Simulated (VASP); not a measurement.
Here is a VASP 6.6.1 calculation.

File INCAR:

```
SYSTEM = BP
ALGO = Normal
EDIFF = 1E-6
ENCUT = 520
GGA = PE
ISIF = 2
ISMEAR = 0
LASPH = .TRUE.
LCHARG = .TRUE.
LELF = .TRUE.
LREAL = .FALSE.
LVHAR = .TRUE.
LWAVE = .FALSE.
NBANDS = 36
NELM = 60
PREC = Accurate
SIGMA = 0.1
```

Contents of KPOINTS:

```
k-points
0
G
  6 6 2
  0 0 0
```

Contents of POSCAR:

```
BP
1.0
    5.0622527898      0.0000000000      0.0000000000
   -2.5311263949      4.3840395163      0.0000000000
    0.0000000000      0.0000000000      9.7310558116
B P
6 6
Direct
    0.8448968126      0.4224484063      0.0833333333
    0.5775515937      0.4224484063      0.4166666667
    0.4224484063      0.8448968126      0.2500000000
    0.5775515937      0.1551031874      0.7500000000
    0.1551031874      0.5775515937      0.5833333333
    0.4224484063      0.5775515937      0.9166666667
    0.6314283652      0.2628567303      0.2500000000
    0.2628567303      0.6314283652      0.0833333333
    0.3685716348      0.6314283652      0.4166666667
    0.7371432697      0.3685716348      0.5833333333
    0.6314283652      0.3685716348      0.9166666667
    0.3685716348      0.7371432697      0.7500000000
```

Potentials or basis: VASP PAW PBE potentials, release 64 (B, P).

Run with:

```bash
$ cat potpaw_PBE.64/B/POTCAR potpaw_PBE.64/P/POTCAR > POTCAR
$ mpirun -np 1 vasp_std > vasp.out
```

Task: What does it give for the pressure?

Result: -0.1 GPa.

Task: What does it give for the band gap on the k mesh?

Result: 0.08 eV, indirect (least direct gap 0.43 eV).

Task: Predict the largest force.

Result: 0.004 eV/Å.

Forces on the atoms (eV/Å):
```
B   -0.004 -0.002  0.000
B    0.004 -0.002  0.000
B    0.000 -0.004  0.000
B    0.000  0.004  0.000
B    0.004  0.002  0.000
B   -0.004  0.002  0.000
P    0.000  0.000  0.000
P    0.000  0.000  0.000
P    0.000  0.000  0.000
P    0.000  0.000  0.000
P    0.000  0.000  0.000
P    0.000  0.000  0.000
```

A k mesh can miss the band edges.
